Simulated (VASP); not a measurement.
# Cs (Fm-3m) in VASP: settings compared, part 2 of 2

VASP 6.6.1. Earlier steps stand in the parts before.

## Step 3: Single point, LDA

This run uses another cell than the first one, of 128.03 Å³/atom.

INCAR

```
SYSTEM = Cs
PREC = Accurate ; ENCUT = 520
EDIFF = 1E-6 ; ISMEAR = -1
SIGMA = 0.05 ; LREAL = .FALSE.
LASPH = .TRUE. ; NELM = 100
ALGO = Fast ; ISIF = 2
LWAVE = .FALSE. ; LCHARG = .FALSE.
NBANDS = 10
```

KPOINTS

```
regular mesh
0
G
  6 6 6
  0 0 0
```

POSCAR

```
Cs
1.0
    0.0000000000      4.0002934844      4.0002934844
    4.0002934844      0.0000000000      4.0002934844
    4.0002934844      4.0002934844      0.0000000000
Cs
1
Direct
    0.0000000000      0.0000000000      0.0000000000
```

Potentials or basis: VASP PAW LDA potentials, release 64 (Cs_sv).

Started as:

```
$ cat potpaw_LDA.64/Cs_sv/POTCAR > POTCAR
$ mpirun -np 1 vasp_std > vasp.out
```

OUTCAR:

```text
SYSTEM = Cs
   PREC = Accurate
   ENCUT = 520
   EDIFF = 1E-6
   ISMEAR = -1
   LREAL = .FALSE.
   LASPH = .TRUE.
   NELM = 100
   ISIF = 2

 ion  position               nearest neighbor table
   1  0.000  0.000  0.000-

  LATTYP: Found a face centered cubic cell.
 ALAT       =     8.0005869688

  Lattice vectors:

 A1 = (   0.0000000000,   4.0002934844,   4.0002934844)
 A2 = (   4.0002934844,   0.0000000000,   4.0002934844)
 A3 = (   4.0002934844,   4.0002934844,   0.0000000000)

Analysis of symmetry for initial positions (statically):
=====================================================================
 Subroutine PRICEL returns:
 Original cell was already a primitive cell.

 Routine SETGRP: Setting up the symmetry group for a
 face centered cubic supercell.

 Subroutine GETGRP returns: Found 48 space group operations
 (whereof 48 operations were pure point group operations)
 out of a pool of 48 trial point group operations.

The static configuration has the point symmetry O_h .

Analysis of symmetry for dynamics (positions and initial velocities):
=====================================================================
 Subroutine PRICEL returns:
 Original cell was already a primitive cell.

 Routine SETGRP: Setting up the symmetry group for a
 face centered cubic supercell.

 Subroutine GETGRP returns: Found 48 space group operations
 (whereof 48 operations were pure point group operations)
 out of a pool of 48 trial point group operations.

The dynamic configuration has the point symmetry O_h .

 Subroutine INISYM returns: Found 48 space group operations
 (whereof 48 operations are pure point group operations),
 and found     1 'primitive' translations

----------------------------------------------------------------------------------------

                                     Primitive cell

[... 101 lines left out ...]
  Fermi-wavevector in a.u.,A,eV,Ry     =   0.675648  1.276790  6.211062  0.456500
  Thomas-Fermi vector in A             =   1.752726
   LORBIT       =      0    0 simple, 1 ext, 2 COOP (PROOUT), +10 PAW based schemes
   GGA     = CA    functional components
   LHFCALC =     F    Hartree Fock is set to
   AEXX    =    0.0000 exact exchange contribution
   IVDW    =     0    specifies the selected vdW correction
   LEPSILON=     F    determine dielectric tensor
   LRPA    =     F    only Hartree local field effects (RPA)
 non-spin polarized calculation
 RMM-DIIS sequential band-by-band and
  energy-cutoff  :      520.00
  volume of cell :      128.03
 maximum number of plane-waves:      3479
   NGX = 21   NGY = 21   NGZ = 21

 number of electron       9.0000001 magnetization

 Free energy of the ion-electron system (eV)
  ---------------------------------------------------
  ext. energy  EPLUGINS =         0.00000000
  ---------------------------------------------------
  free energy    TOTEN  =        -0.93707836 eV

  energy without entropy =       -0.92245606  energy(sigma->0) =       -0.92976721

 E-fermi :   0.0127     XC(G=0):  -5.2740

 val. band max:        0.0059398399   @ k =   0.5000   0.0000   0.0000
 cond. band min:       0.1276806365   @ k =   0.5000   0.1667   0.0000
 fundamental gap:      0.1217407966
 Fermi energy:         0.0126500631

 k-point     1 :       0.0000    0.0000    0.0000
  band No.  band energies     occupation
      1     -23.8522      2.00000
      2     -10.6018      2.00000
      3     -10.6018      2.00000
      4     -10.6018      2.00000
      5      -1.5357      2.00000
      6       2.3636      0.00000
      7       2.3636      0.00000
      8       2.3636      0.00000
      9       3.3271      0.00000
     10       3.3271      0.00000
[... 183 lines left out ...]
 k-point    16 :      -0.3333    0.5000    0.1667
  band No.  band energies     occupation
      1     -23.8474      2.00000
      2     -10.6782      2.00000
      3     -10.6509      2.00000
      4     -10.6377      2.00000
      5       0.6935      0.00000
      6       1.1553      0.00000
      7       1.2759      0.00000
      8       2.2149      0.00000
      9       3.9541      0.00000
     10       3.9903      0.00000

------------------------ aborting loop because EDIFF is reached ----------------------------------------

  FORCE on cell =-STRESS in cart. coord.  units (eV):
  Direction    XX          YY          ZZ          XY          YZ          ZX
  --------------------------------------------------------------------------------------
  -------------------------------------------------------------------------------------
  Total       -0.3392024     -0.3392024     -0.3392024      0.0000000      0.0000000      0.0000000
  in kB       -4.2448658     -4.2448658     -4.2448658      0.0000000      0.0000000      0.0000000
  external PRESSURE =      -4.2448658 kB  Pullay stress =       0.0000000 kB

 VOLUME and BASIS-vectors are now :
 -----------------------------------------------------------------------------
  energy-cutoff  :      520.00
  volume of cell :      128.03
      direct lattice vectors                 reciprocal lattice vectors
     0.000000000  4.000293484  4.000293484    -0.124990829  0.124990829  0.124990829
     4.000293484  0.000000000  4.000293484     0.124990829 -0.124990829  0.124990829
     4.000293484  4.000293484  0.000000000     0.124990829  0.124990829 -0.124990829

 POSITION                                       TOTAL-FORCE (eV/Angst)
 -----------------------------------------------------------------------------------
      0.00000      0.00000      0.00000         0.000000     -0.000000     -0.000000
 -----------------------------------------------------------------------------------
    total drift:                                0.000000     -0.000000      0.000000

  FREE ENERGIE OF THE ION-ELECTRON SYSTEM (eV)
  ---------------------------------------------------
  free  energy   TOTEN  =        -0.9370783605 eV

  energy  without entropy=       -0.9224560617  energy(sigma->0) =       -0.92976721
```

OSZICAR:

```text
N       E                     dE             d eps       ncg     rms          rms(c)
DAV:   1     0.532823742298E+02    0.53282E+02   -0.29548E+03   320   0.619E+02
DAV:   2     0.470111788000E+01   -0.48581E+02   -0.47567E+02   408   0.106E+02
DAV:   3    -0.847939533693E+00   -0.55491E+01   -0.55294E+01   362   0.425E+01
DAV:   4    -0.936370693569E+00   -0.88431E-01   -0.88399E-01   416   0.647E+00
DAV:   5    -0.936788703763E+00   -0.41801E-03   -0.41801E-03   438   0.414E-01    0.123E-01
RMM:   6    -0.936724297134E+00    0.64407E-04   -0.76112E-04   350   0.128E-01    0.842E-02
RMM:   7    -0.937066807745E+00   -0.34251E-03   -0.26677E-03   372   0.230E-01    0.320E-02
RMM:   8    -0.937076189606E+00   -0.93819E-05   -0.12799E-04   444   0.676E-02    0.420E-03
RMM:   9    -0.937077565240E+00   -0.13756E-05   -0.14553E-05   467   0.213E-02    0.207E-03
RMM:  10    -0.937078360472E+00   -0.79523E-06   -0.33297E-06   421   0.937E-03
   1 F= -.93707836E+00 E0= -.92976721E+00  d E =-.146223E-01
```

stdout:

```text
POSCAR found type information on POSCAR Cs
 POSCAR found :  1 types and       1 ions
 scaLAPACK will be used
 LDA part: xc-table for (Slater(with rela. corr.)+CA(PZ))
 , standard interpolation
 POSCAR, INCAR and KPOINTS ok, starting setup
 FFT: planning ... GRIDC
 FFT: planning ... GRID_SOFT
 FFT: planning ... GRID
 WAVECAR not read
 entering main loop
```

It took 26 s on 1 thread of Intel Xeon 8259CL, shared host; peak memory 0.2 GiB.

Results:

```
Free energy            : -0.9371 eV
Pressure               : -0.4 GPa
Band gap on the k mesh : zero (an odd number of electrons rules out a gap without spin polarisation)
```

Caveat: spin-orbit coupling is left out, which moves the levels of the heavy elements.

## Step 4: Single point, LDA

This run uses another cell than the first one, of 130.49 Å³/atom.

INCAR

```
PREC     = Accurate       # precision mode
ENCUT    = 520            # plane-wave cutoff, eV
EDIFF    = 1E-6           # SCF threshold, eV
ISMEAR   = -1             # smearing method
SIGMA    = 0.05           # smearing width, eV
LREAL    = False          # projectors in reciprocal space
LASPH    = True           # aspherical terms in the spheres
NELM     = 100            # most SCF steps
ALGO     = Normal         # electronic algorithm
ISIF     = 2              # what is computed and relaxed
LWAVE    = False          # write WAVECAR
LCHARG   = False          # write CHGCAR
NBANDS   = 10             # bands
```

KPOINTS

```
regular mesh
0
Gamma
  6 6 6
```

POSCAR

```
Cs
1.0
    0.0000000000      4.0257737477      4.0257737477
    4.0257737477      0.0000000000      4.0257737477
    4.0257737477      4.0257737477      0.0000000000
Cs
1
Direct
    0.0000000000      0.0000000000      0.0000000000
```

Started as:

```
$ cat potpaw_LDA.64/Cs_sv/POTCAR > POTCAR
$ mpirun -np 1 vasp_std > vasp.out
```

It took 29 s on 1 thread of Intel Xeon 8259CL, shared host; peak memory 0.2 GiB.

Results (log left out):

| Property | Result |
| --- | --- |
| Free energy | -0.9305 eV |
| Pressure | -0.4 GPa |
| Band gap on the k mesh | zero (an odd number of electrons rules out a gap without spin polarisation) |

Levels at points of the mesh, in eV from the Fermi level:
| k point | band 3 | band 4 | band 5 | band 6 | band 7 | band 8 |
| --- | --- | --- | --- | --- | --- | --- |
| (0.00, 0.00, 0.00) | -10.63 | -10.63 | -1.53 | 2.34 | 2.34 | 2.34 |
| (0.50, 0.00, 0.00) | -10.64 | -10.64 | 0.00 | 0.76 | 2.23 | 2.23 |
| (0.50, 0.50, 0.00) | -10.66 | -10.66 | 0.38 | 1.11 | 1.32 | 3.67 |

Caveat: spin-orbit coupling is left out, which moves the levels of the heavy elements.

## Step 5: Single point, r2SCAN

This run uses another cell than the first one, of 115.72 Å³/atom.

POSCAR

```
Cs
1.0
    0.0000000000      3.8677348434      3.8677348434
    3.8677348434      0.0000000000      3.8677348434
    3.8677348434      3.8677348434      0.0000000000
Cs
1
Direct
    0.0000000000      0.0000000000      0.0000000000
```

INCAR.step1

```
SYSTEM = Cs
PREC = Accurate
ENCUT = 520
ISMEAR = -1
SIGMA = 0.05
LREAL = .FALSE.
LASPH = .TRUE.
NELM = 60
NBANDS = 10
GGA = PE
ALGO = Normal
EDIFF = 1E-4
LWAVE = .TRUE.
LCHARG = .FALSE.
```

INCAR.step2

```
SYSTEM = Cs
PREC = Accurate
ENCUT = 520
EDIFF = 1E-7
ISMEAR = -1
SIGMA = 0.05
LREAL = .FALSE.
LASPH = .TRUE.
NELM = 60
ALGO = Normal
ISIF = 2
LWAVE = .FALSE.
LCHARG = .FALSE.
METAGGA = R2SCAN
LMIXTAU = .TRUE.
NBANDS = 10
ISTART = 1
```

KPOINTS

```
regular mesh
0
G
  6 6 6
  0 0 0
```

Potentials or basis: VASP PAW PBE potentials, release 64 (Cs_sv).

Started as:

```
$ cat potpaw_PBE.64/Cs_sv/POTCAR > POTCAR
$ cp INCAR.step1 INCAR
$ mpirun -np 1 vasp_std > vasp.out
$ cp INCAR.step2 INCAR
$ mpirun -np 1 vasp_std > vasp.out
```

Wall time 4.2 min (1 thread of Intel Xeon 8259CL, shared host); peak memory 0.28 GiB.

Results (log left out):

```
Free energy            : -25.0084 eV
Pressure               : 0.2 GPa
Band gap on the k mesh : zero (an odd number of electrons rules out a gap without spin polarisation)
```

Levels at points of the mesh, in eV from the Fermi level:
| k point | band 2 | band 3 | band 4 | band 5 | band 6 | band 7 | band 8 | band 9 |
| --- | --- | --- | --- | --- | --- | --- | --- | --- |
| (0.00, 0.00, 0.00) | -11.15 | -11.15 | -11.15 | -1.76 | 2.76 | 2.76 | 2.76 | 3.93 |
| (0.50, 0.00, 0.00) | -11.28 | -11.16 | -11.16 | 0.07 | 0.69 | 2.58 | 2.58 | 4.71 |
| (0.50, 0.50, 0.00) | -11.27 | -11.19 | -11.19 | 0.30 | 1.17 | 1.46 | 4.35 | 4.35 |

Caveat: the PAW data sets were made with another functional, which shifts forces and pressure a little; spin-orbit coupling is left out, which moves the levels of the heavy elements.

## Step 6: Overview

| level | potentials or basis | cell | gap on the mesh (eV) | pressure (GPa) |
| --- | --- | --- | --- | --- |
| LDA | VASP PAW LDA potentials, release 64 (Cs_sv) | a = 5.621 Å, angles 60.0°, 1 atom | none | -0.4 |
| LDA | VASP PAW LDA potentials, release 64 (Cs_sv) | a = 5.657 Å, angles 60.0°, 1 atom | none | -0.4 |
| LDA | VASP PAW LDA potentials, release 64 (Cs_sv) | a = 5.693 Å, angles 60.0°, 1 atom | none | -0.4 |
| r2SCAN | VASP PAW PBE potentials, release 64 (Cs_sv) | a = 5.470 Å, angles 60.0°, 1 atom | none | 0.2 |

Alike in all rows: task single point; no spin polarisation; k mesh 6 × 6 × 6; cutoff (eV) 520; smearing fermi-dirac 0.05 eV.

Caveats: spin-orbit coupling is left out, which moves the levels of the heavy elements; the PAW data sets were made with another functional, which shifts forces and pressure a little (at least some runs).

Total energies depend on the potentials used, so only differences within one code and one set of settings carry meaning.
